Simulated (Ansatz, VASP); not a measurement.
# Two plane-wave programs on C

```
CELL_PARAMETERS angstrom
1.23250 0.71158 3.36139
-1.23250 0.71158 3.36139
0.00000 -1.42317 3.36139
ATOMIC_POSITIONS crystal
C 0.15371 0.15371 0.18533
C 0.84629 0.84629 0.81467
```

Change from the starting cell: mode 4 frozen in at -0.024 Å and mode 6 at -0.045 Å (largest displacements).

Alike in both runs: task single point; functional PBE; dispersion D3(BJ); k mesh 15 × 15 × 15; occupations gaussian, width 0.05 eV; no spin polarisation.

|  | VASP | Ansatz |
| --- | --- | --- |
| version | VASP 6.6.1 | Ansatz 0.2.0 |
| potentials or method | VASP PAW PBE potentials, release 64 (C), cutoff 520 eV | scalar-relativistic, plane waves, PAW |
| valence electrons in the cell | 8 | 8 |

```csv
,VASP,Ansatz,Ansatz less VASP
gap on the k mesh at the Fermi level (eV),0.41,0.41,+0.001
least direct gap on the mesh (eV),0.42,0.42,0.000
pressure (GPa),4.3,3.9,-0.38
"traceless stress, the component that is largest in VASP (GPa)",12.89,12.50,-0.392
rms of the force components (eV/Å),3.116,3.109,-0.0063
```

Atom by atom the forces differ by 0.007 eV/Å (rms over components).
